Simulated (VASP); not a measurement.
# Au (P6_3/mmc) in VASP: electric field gradients with PBE

Aim: the electric field gradients of Au with PBE.

Everything below comes from runs of VASP 6.6.1. Logs are shortened: lines on timing, memory, paths and dates and some standing lists are left out, and cuts for length are marked.

## 1. The cell of the first run

Symmetry: P6_3/mmc, No. 194, hexagonal system. The conventional cell has a = 2.900 Å, b = 2.900 Å, c = 4.880 Å, α = 90.00°, β = 90.00°, γ = 120.00°. Within 3.8 Å of Au (site symmetry -6m2) lie 12 Au at 2.90 to 2.96 Å.

This isn't the form of Au at room conditions, which is fcc.

## 2. Electric field gradients, PBE, non-collinear spin, zero start, spin-orbit coupling

File INCAR:

```
SYSTEM = Au
ALGO     = Normal         ! electronic algorithm
EDIFF    = 1E-8           ! SCF threshold, eV
ENCUT    = 520            ! plane-wave cutoff, eV
GGA      = PE             ! functional
GGA_COMPAT= .False.      
ISIF     = 2              ! what is computed and relaxed
ISMEAR   = -1             ! smearing method
KPAR     = 4            
LASPH    = .True.         ! aspherical terms in the spheres
LCHARG   = .False.        ! write CHGCAR
LEFG     = .True.       
LMAXMIX  = 4              ! l up to which the mixer works
LORBIT   = 11             ! projections on sites
LORBMOM  = .True.       
LREAL    = .False.        ! projectors in reciprocal space
LSORBIT  = .True.         ! spin-orbit coupling
LWAVE    = .False.        ! write WAVECAR
MAGMOM   = 0 0 0 0 0 0    ! initial moments
NBANDS   = 34             ! bands
NELM     = 150            ! most SCF steps
PREC     = Accurate       ! precision mode
SIGMA    = 0.05           ! smearing width, eV
```

File KPOINTS:

```
k-points
0
Gamma
  18 18 10
  0 0 0
```

File POSCAR:

```
Au
1.0
    2.9000000000      0.0000000000      0.0000000000
   -1.4500000000      2.5114736710      0.0000000000
    0.0000000000      0.0000000000      4.8800000000
Au
2
Direct
    0.3333333333      0.6666666667      0.7500000000
    0.6666666667      0.3333333333      0.2500000000
```

Potentials or basis: VASP PAW PBE potentials, release 64 (Au).

On the command line:

```bash
$ cat potpaw_PBE.64/Au/POTCAR > POTCAR
$ mpirun -np 4 vasp_ncl > vasp.out
```

OUTCAR:

```text
SYSTEM = Au
   EDIFF = 1E-8
   ENCUT = 520
   GGA = PE
   ISIF = 2
   ISMEAR = -1
   LASPH = .True.
   LORBIT = 11
   LREAL = .False.
   LSORBIT = .True.
   NELM = 150
   PREC = Accurate

 ion  position               nearest neighbor table
   1  0.333  0.667  0.750-   2 2.96   2 2.96   2 2.96   2 2.96   2 2.96   2 2.96
   2  0.667  0.333  0.250-   1 2.96   1 2.96   1 2.96   1 2.96   1 2.96   1 2.96

  LATTYP: Found a hexagonal cell.
 ALAT       =     2.9000000000
 C/A-ratio  =     1.6827586207

  Lattice vectors:

 A1 = (   2.9000000000,   0.0000000000,   0.0000000000)
 A2 = (  -1.4500000000,   2.5114736710,   0.0000000000)
 A3 = (   0.0000000000,   0.0000000000,   4.8800000000)

Analysis of symmetry for initial positions (statically):
=====================================================================
 Subroutine PRICEL returns:
 Original cell was already a primitive cell.

 Routine SETGRP: Setting up the symmetry group for a
 hexagonal supercell.

 Subroutine GETGRP returns: Found 24 space group operations
 (whereof 12 operations were pure point group operations)
 out of a pool of 24 trial point group operations.

The static configuration has the point symmetry D_3d.
 The point group associated with its full space group is D_6h.

Analysis of symmetry for dynamics (positions and initial velocities):
=====================================================================
 Subroutine PRICEL returns:
 Original cell was already a primitive cell.

 Routine SETGRP: Setting up the symmetry group for a
 hexagonal supercell.

 Subroutine GETGRP returns: Found 24 space group operations
 (whereof 12 operations were pure point group operations)
 out of a pool of 24 trial point group operations.

The dynamic configuration has the point symmetry D_3d.
 The point group associated with its full space group is D_6h.

Analysis of structural, dynamic, and magnetic symmetry:
=====================================================================
 Subroutine PRICEL returns:
 Original cell was already a primitive cell.

 Routine SETGRP: Setting up the symmetry group for a
 hexagonal supercell.

 Subroutine GETGRP returns: Found 24 space group operations
 (whereof 12 operations were pure point group operations)
 out of a pool of 24 trial point group operations.

The overall configuration has the point symmetry D_3d.
 The point group associated with its full space group is D_6h.

 Subroutine INISYM returns: Found 24 space group operations
 (whereof 12 operations are pure point group operations),
 and found     1 'primitive' translations

----------------------------------------------------------------------------------------

                                     Primitive cell

  volume of cell :      35.5424

  direct lattice vectors                    reciprocal lattice vectors
     2.900000000  0.000000000  0.000000000     0.344827586  0.199086300  0.000000000
    -1.450000000  2.511473671  0.000000000     0.000000000  0.398172599  0.000000000
     0.000000000  0.000000000  4.880000000     0.000000000  0.000000000  0.204918033

  length of vectors
     2.900000000  2.900000000  4.880000000     0.398172599  0.398172599  0.204918033

  position of ions in fractional coordinates (direct lattice)
     0.333333333  0.666666667  0.750000000
     0.666666667  0.333333333  0.250000000

  ion indices of the primitive-cell ions
   primitive index   ion index
                 1           1
                 2           2

----------------------------------------------------------------------------------------

 KPOINTS: k-points

[... 1021 lines left out ...]
  Total        0.1413099      0.1413099      0.0507911      0.0000000      0.0000000      0.0000000
  in kB        6.3699605      6.3699605      2.2895597      0.0000000      0.0000000      0.0000000
  external PRESSURE =       5.0098269 kB  Pullay stress =       0.0000000 kB

 VOLUME and BASIS-vectors are now :
 -----------------------------------------------------------------------------
  energy-cutoff  :      520.00
  volume of cell :       35.54
      direct lattice vectors                 reciprocal lattice vectors
     2.900000000  0.000000000  0.000000000     0.344827586  0.199086300  0.000000000
    -1.450000000  2.511473671  0.000000000     0.000000000  0.398172599  0.000000000
     0.000000000  0.000000000  4.880000000     0.000000000  0.000000000  0.204918033

 POSITION                                       TOTAL-FORCE (eV/Angst)
 -----------------------------------------------------------------------------------
     -0.00000      1.67432      3.66000        -0.000000      0.000000      0.000000
      1.45000      0.83716      1.22000         0.000000     -0.000000      0.000000
 -----------------------------------------------------------------------------------
    total drift:                                0.000000     -0.000000      0.000000

  FREE ENERGIE OF THE ION-ELECTRON SYSTEM (eV)
  ---------------------------------------------------
  free  energy   TOTEN  =        -6.9969466857 eV

  energy  without entropy=       -6.9887842667  energy(sigma->0) =       -6.99286548

 Electric field gradients (V/A^2)
---------------------------------------------------------------------
 ion       V_xx      V_yy      V_zz      V_xy      V_xz      V_yz
---------------------------------------------------------------------
   1     -13.624   -13.624    27.248    -0.000    -0.000     0.000
   2     -13.624   -13.624    27.248    -0.000     0.000    -0.000
---------------------------------------------------------------------

 Electric field gradients after diagonalization (V/A^2)
 (convention: |V_zz| > |V_xx| > |V_yy|)
----------------------------------------------------------------------
 ion       V_xx      V_yy      V_zz     asymmetry (V_yy - V_xx)/ V_zz
----------------------------------------------------------------------
   1     -13.624   -13.624    27.248       0.000
   2     -13.624   -13.624    27.248       0.000
----------------------------------------------------------------------

           NMR quadrupolar parameters

 Cq : quadrupolar parameter    Cq=e*Q*V_zz/h
 eta: asymmetry parameters     (V_yy - V_xx)/ V_zz
 Q  : nuclear electric quadrupole moment in mb (millibarn)
----------------------------------------------------------------------
 ion       Cq(MHz)       eta       Q (mb)
----------------------------------------------------------------------
   1       0.066       0.000       1.000
   2       0.066       0.000       1.000
----------------------------------------------------------------------

 orbital moment (x)

 # of ion     p       d       tot
 ----------------------------------------
  1         0.000   0.000   0.000
  2         0.000   0.000   0.000
 ----------------------------------------
            0.000   0.000   0.000

 orbital moment (y)

 # of ion     p       d       tot
 ----------------------------------------
  1        -0.000   0.000   0.000
  2        -0.000  -0.000  -0.000
 ----------------------------------------
           -0.000   0.000   0.000

 orbital moment (z)

 # of ion     p       d       tot
 ----------------------------------------
  1         0.000   0.000   0.000
  2         0.000   0.000   0.000
 ----------------------------------------
            0.000   0.000   0.000

 Spin-Orbit-Coupling matrix elements

 Ion:    1  E_soc:     -0.5764199
 l=   1
     0.0000000    -0.0243446    -0.0251951
    -0.0243446     0.0000000    -0.0243446
    -0.0251951    -0.0243446     0.0000000
 l=   2
     0.0000000    -0.0138316     0.0000000    -0.0138316    -0.0583240
    -0.0138316     0.0000000    -0.0437043    -0.0132666    -0.0138316
     0.0000000    -0.0437043     0.0000000    -0.0437043     0.0000000
    -0.0138316    -0.0132666    -0.0437043     0.0000000    -0.0138316
    -0.0583240    -0.0138316     0.0000000    -0.0138316     0.0000000
 l=   3
     0.0000000     0.0000000     0.0000000     0.0000000     0.0000000     0.0000000     0.0000000
     0.0000000     0.0000000     0.0000000     0.0000000     0.0000000     0.0000000     0.0000000
     0.0000000     0.0000000     0.0000000     0.0000000     0.0000000     0.0000000     0.0000000
     0.0000000     0.0000000     0.0000000     0.0000000     0.0000000     0.0000000     0.0000000
     0.0000000     0.0000000     0.0000000     0.0000000     0.0000000     0.0000000     0.0000000
     0.0000000     0.0000000     0.0000000     0.0000000     0.0000000     0.0000000     0.0000000
     0.0000000     0.0000000     0.0000000     0.0000000     0.0000000     0.0000000     0.0000000

 Ion:    2  E_soc:     -0.5764199
 l=   1
     0.0000000    -0.0243446    -0.0251951
    -0.0243446     0.0000000    -0.0243446
    -0.0251951    -0.0243446     0.0000000
 l=   2
     0.0000000    -0.0138316     0.0000000    -0.0138316    -0.0583240
    -0.0138316     0.0000000    -0.0437043    -0.0132666    -0.0138316
     0.0000000    -0.0437043     0.0000000    -0.0437043     0.0000000
    -0.0138316    -0.0132666    -0.0437043     0.0000000    -0.0138316
    -0.0583240    -0.0138316     0.0000000    -0.0138316     0.0000000
 l=   3
     0.0000000     0.0000000     0.0000000     0.0000000     0.0000000     0.0000000     0.0000000
     0.0000000     0.0000000     0.0000000     0.0000000     0.0000000     0.0000000     0.0000000
     0.0000000     0.0000000     0.0000000     0.0000000     0.0000000     0.0000000     0.0000000
     0.0000000     0.0000000     0.0000000     0.0000000     0.0000000     0.0000000     0.0000000
     0.0000000     0.0000000     0.0000000     0.0000000     0.0000000     0.0000000     0.0000000
     0.0000000     0.0000000     0.0000000     0.0000000     0.0000000     0.0000000     0.0000000
     0.0000000     0.0000000     0.0000000     0.0000000     0.0000000     0.0000000     0.0000000

 total charge

# of ion       s       p       d       tot
------------------------------------------
    1        0.531   0.338   8.737   9.606
    2        0.531   0.338   8.737   9.606
--------------------------------------------------
tot          1.061   0.677  17.473  19.211

 magnetization (x)

# of ion       s       p       d       tot
------------------------------------------
    1        0.000   0.000   0.000   0.000
    2        0.000   0.000   0.000   0.000
--------------------------------------------------
tot          0.000   0.000   0.000   0.000

 magnetization (y)

# of ion       s       p       d       tot
------------------------------------------
    1       -0.000   0.000   0.000  -0.000
    2        0.000  -0.000   0.000   0.000
--------------------------------------------------
tot         -0.000   0.000   0.000  -0.000

 magnetization (z)

# of ion       s       p       d       tot
------------------------------------------
    1        0.000   0.000   0.000   0.000
    2        0.000   0.000   0.000   0.000
--------------------------------------------------
tot          0.000   0.000   0.000   0.000
```

It took 5 min on 4 MPI ranks of AMD EPYC 7R43 (Zen 3), shared host; peak memory 0.47 GiB.

Results:

| Property | Result |
| --- | --- |
| Free energy | -6.9969 eV |
| Pressure | 0.5 GPa |
| Net moment | 0.00 μB per cell |
| Largest electric field gradient by atom | Au +27.2 V/Å² |
| Valence electrons inside the program's atomic spheres | Au 9.61 |

Moments on the atoms (μB; x, y, z):
```
Au  0.00 0.00 0.00
Au  0.00 0.00 0.00
```

Electric field gradients, principal values (V/Å²):
| atom | least | middle | greatest (by size) |
| --- | --- | --- | --- |
| 1 Au | -13.624 | -13.624 | 27.248 |
| 2 Au | -13.624 | -13.624 | 27.248 |

Caveat: without QUAD_EFG the Cq values of the log hold for a quadrupole moment of 1 mb, not for the nuclei.
